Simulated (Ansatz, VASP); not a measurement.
# SiC3: VASP beside Ansatz

```
C Si
1.0
     2.82409    0.00000    0.00000
     0.00000    2.82409    0.00000
     0.00000    0.00000    4.13054
C Si
3 1
Direct
  0.50000 0.00000 0.78627
  0.50000 0.50000 0.00000
  0.00000 0.50000 0.21373
  0.00000 0.00000 0.50000
```

Alike in both runs: task single point; functional r2SCAN; k mesh 8 × 8 × 6; no spin polarisation.

```csv
,VASP,Ansatz
version,VASP 6.6.1,Ansatz 0.2.0
potentials or method,"VASP PAW PBE potentials, release 64 (C, Si)","plane waves, PAW"
plane-wave cutoff (eV),520,500
occupations,"gaussian, width 0.01 eV",fixed
valence electrons in the cell,16,16
```

|  | VASP | Ansatz | Ansatz less VASP |
| --- | --- | --- | --- |
| gap on the k mesh at the Fermi level (eV) | 1.79 | 1.78 | -0.007 |
| pressure (GPa) | -8.3 | -8.3 | -0.02 |
| traceless stress, the component that is largest in VASP (GPa) | -0.84 | -0.68 | +0.161 |
| rms of the force components (eV/Å) | 0.078 | 0.061 | -0.0169 |

VASP's potentials were made for PBE, not for r2SCAN. Atom by atom the forces differ by 0.017 eV/Å (rms over components).
